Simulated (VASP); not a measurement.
A run of VASP 6.6.1:

Contents of INCAR:

```
SYSTEM = CaLuBi2O4
ALGO     = Normal         ! electronic algorithm
EDIFF    = 1E-7           ! SCF threshold, eV
ENCUT    = 520            ! plane-wave cutoff, eV
GGA      = PE             ! functional
ISIF     = 2              ! what is computed and relaxed
ISMEAR   = -1             ! smearing method
LASPH    = .TRUE.         ! aspherical terms in the spheres
LCHARG   = .FALSE.        ! write CHGCAR
LREAL    = .FALSE.        ! projectors in reciprocal space
LWAVE    = .FALSE.        ! write WAVECAR
NBANDS   = 54             ! bands
NELM     = 60             ! most SCF steps
PREC     = Accurate       ! precision mode
SIGMA    = 0.1            ! smearing width, eV
```

File KPOINTS:

```
k-points
0
G
  5 5 2
  0 0 0
```

Contents of POSCAR:

```
CaLuBi2O4
1.0
    3.8008660000      0.0000000000      0.0000000000
    0.0000000000      3.8008660000      0.0000000000
    0.0000000000      0.0000000000      9.0251760000
Lu Bi O Ca
1 2 4 1
Direct
    0.0000000000      0.0000000000      0.0000000000
    0.5000000000      0.5000000000      0.7293000000
    0.5000000000      0.5000000000      0.2707000000
    0.5000000000      0.0000000000      0.8540000000
    0.0000000000      0.5000000000      0.8540000000
    0.5000000000      0.0000000000      0.1460000000
    0.0000000000      0.5000000000      0.1460000000
    0.0000000000      0.0000000000      0.5000000000
```

Potentials or basis: VASP PAW PBE potentials, release 64 (Lu, Bi_d, O, Ca_sv).

The run is started by

```sh
$ cat potpaw_PBE.64/Lu/POTCAR potpaw_PBE.64/Bi_d/POTCAR potpaw_PBE.64/O/POTCAR potpaw_PBE.64/Ca_sv/POTCAR > POTCAR
$ mpirun -np 1 vasp_std > vasp.out
```

Hardware: 1 thread of Intel(R) Xeon(R) Platinum 8375C CPU @ 2.90GHz (Ice Lake) (shared host).

How long does it take, and how much memory?

It took 2 min on 1 thread of Intel(R) Xeon(R) Platinum 8375C CPU @ 2.90GHz (Ice Lake), on a shared host, peak memory 0.27 GiB. Counts: scf iterations 18, k points 12.
